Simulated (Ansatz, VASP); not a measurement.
One calculation of ZrH3, two programs

INCAR

```
SYSTEM = ZrH3
PREC = Accurate
ENCUT = 520
EDIFF = 1E-6
ISMEAR = 1
SIGMA = 0.1
LREAL = .False.
LASPH = .True.
NELM = 80
ALGO = Normal
ISIF = 2
LWAVE = .False.
LCHARG = .False.
GGA = PS
NBANDS = 16
```

Contents of KPOINTS:

```
regular mesh
0
Gamma
  11 11 11
  0 0 0
```

POSCAR

```
ZrH3
1.0
    3.1260380000     -0.0468905700      0.0000000000
   -0.0468905700      3.1260380000      0.0000000000
    0.0000000000      0.0000000000      3.1260380000
Zr H
1 3
Direct
    0.0000000000      0.0000000000      0.0000000000
    0.0000000000      0.5000000000      0.5000000000
    0.5000000000      0.0000000000      0.5000000000
    0.5000000000      0.5000000000      0.0000000000
```

Input for Ansatz:

```yaml
crystal:
  lattice:
    - [3.126038, -0.04689057, 0.0]
    - [-0.04689057, 3.126038, 0.0]
    - [0.0, 0.0, 3.126038]
  atoms:
    - { symbol: Zr, position: [0.0, 0.0, 0.0] }
    - { symbol: H, position: [0.0, 0.5, 0.5] }
    - { symbol: H, position: [0.5, 0.0, 0.5] }
    - { symbol: H, position: [0.5, 0.5, 0.0] }
basis:
  ecutwfc: 520.0
kpoints:
  mp_grid:
    grid: [11, 11, 11]
hamiltonian:
  xc: pbesol
  pseudopotentials:
    kind: paw
scf:
  occupations:
    method: cold
output:
  stress: true
```

Alike in both runs: task single point; functional PBEsol; k mesh 11 × 11 × 11; no spin polarisation.

|  | VASP | Ansatz |
| --- | --- | --- |
| version | VASP 6.6.1 | Ansatz 0.2.0 |
| potentials or method | VASP PAW PBE potentials, release 64 (Zr_sv, H), cutoff 520 eV | plane waves, PAW |
| occupations | methfessel-paxton of order 1, width 0.1 eV | cold |
| valence electrons in the cell | 15 | 15 |

|  | VASP | Ansatz | Ansatz less VASP |
| --- | --- | --- | --- |
| pressure (GPa) | -4.5 | -4.5 | 0.00 |
| traceless stress, the component that is largest in VASP (GPa) | 1.85 | 1.85 | -0.001 |

VASP's potentials were made for PBE, not for PBEsol.
